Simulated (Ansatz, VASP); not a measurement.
Ti in VASP and in Ansatz

The input INCAR:

```
SYSTEM = Ti
ALGO     = Normal         ! electronic algorithm
EDIFF    = 1E-6           ! SCF threshold, eV
ENCUT    = 520            ! plane-wave cutoff, eV
GGA      = PS             ! functional
ISIF     = 2              ! what is computed and relaxed
ISMEAR   = -1             ! smearing method
LASPH    = .True.         ! aspherical terms in the spheres
LCHARG   = .True.         ! write CHGCAR
LELF     = .True.         ! ELF
LREAL    = .False.        ! projectors in reciprocal space
LVHAR    = .True.       
LWAVE    = .False.        ! write WAVECAR
NBANDS   = 12             ! bands
NELM     = 100            ! most SCF steps
PREC     = Accurate       ! precision mode
SIGMA    = 0.05           ! smearing width, eV
```

The input KPOINTS:

```
k-points
0
Gamma
  14 14 14
  0 0 0
```

File POSCAR:

```
Ti
1.0
   -1.6075008044      1.6075008044      1.6075008044
    1.6075008044     -1.6075008044      1.6075008044
    1.6075008044      1.6075008044     -1.6075008044
Ti
1
Direct
    0.0000000000      0.0000000000      0.0000000000
```

Input for Ansatz:

```yaml
crystal:
  lattice:
    - [-1.6075008044, 1.6075008044, 1.6075008044]
    - [1.6075008044, -1.6075008044, 1.6075008044]
    - [1.6075008044, 1.6075008044, -1.6075008044]
  atoms:
    - { symbol: Ti, position: [0.0, 0.0, 0.0] }
kpoints:
  mp_grid: { grid: [14, 14, 14] }
  band_path:
    path:
      - [0.0, 0.0, 0.0]
      - [0.5, -0.5, 0.5]
      - [0.0, 0.0, 0.5]
      - [0.0, 0.0, 0.0]
      - [0.25, 0.25, 0.25]
      - [0.5, -0.5, 0.5]
      - [0.25, 0.25, 0.25]
      - [0.0, 0.0, 0.5]
    npoints: 5
scf:
  occupations: { method: fermi_dirac, width: 0.05 }
hamiltonian:
  xc: pbesol
  pseudopotentials: { kind: all_electron, lapw: { basis_error: 0.00025 } }
output:
  forces: true
  stress: true
  eigenvalues: true
```

Change from the starting cell: volume scaled by 0.94.

Alike in both runs: task single point; functional PBEsol; k mesh 14 × 14 × 14; occupations fermi-dirac, width 0.05 eV; no spin polarisation.

|  | VASP | Ansatz |
| --- | --- | --- |
| version | VASP 6.6.1 | Ansatz 0.2.0 |
| potentials or method | VASP PAW PBE potentials, release 64 (Ti_sv), cutoff 520 eV | all-electron LAPW, scalar-relativistic |

```tsv
	VASP	Ansatz	Ansatz less VASP
pressure (GPa)	-0.8	-0.5	+0.26
```

VASP's potentials were made for PBE, not for PBEsol. Ansatz ran all-electron here, and VASP with PAW potentials.
